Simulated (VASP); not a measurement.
Ag:

```xyz
2
Lattice="2.9223 0.0000 0.0000 -1.4611 2.5308 0.0000 0.0000 0.0000 4.7017" Properties=species:S:1:pos:R:3 pbc="T T T"
Ag    0.0000    1.6872    1.1754
Ag    1.4611    0.8436    3.5262
```

| Quantity | Value |
| --- | --- |
| Program | VASP 6.6.1 |
| Task | relaxation of cell and atoms |
| Functional | PBE |
| Potentials or basis | VASP PAW PBE potentials, release 64 (Ag) |
| Cutoff | 600 eV |
| k mesh | 18 × 18 × 10 |
| Occupations | gaussian, width 0.1 eV |
| Spin | no spin polarisation |

At the start: pressure 2.7 GPa; volume 17.39 Å³/atom.

Where does the relaxation end?

Over 7 steps the energy falls by 4.6 meV/atom and the volume is 17.85 Å³/atom (+2.7 %); space group P6_3/mmc (No. 194, to 0.05 Å).

The path:
| step | energy change (eV) | largest force (eV/Å) | pressure (GPa) | volume (Å³) |
| --- | --- | --- | --- | --- |
| 1 | 0.0000 | 0.0000 | 2.68 | 34.77 |
| 2 | -0.0067 | 0.0000 | -1.30 | 36.26 |
| 3 | -0.0086 | 0.0000 | -0.10 | 35.77 |
| 4 | -0.0090 | 0.0000 | 0.00 | 35.74 |
| 5 | -0.0093 | 0.0000 | 0.10 | 35.71 |
| 6 | -0.0093 | 0.0000 | 0.03 | 35.71 |
| 7 | -0.0093 | 0.0000 | 0.04 | 35.71 |

Final structure:
```
Ag
1.0
     2.93175    0.00000    0.00000
    -1.46588    2.53897    0.00000
     0.00000    0.00000    4.79675
Ag
2
Cartesian
  0.0000 1.6926 1.1992
  1.4659 0.8463 3.5976
```
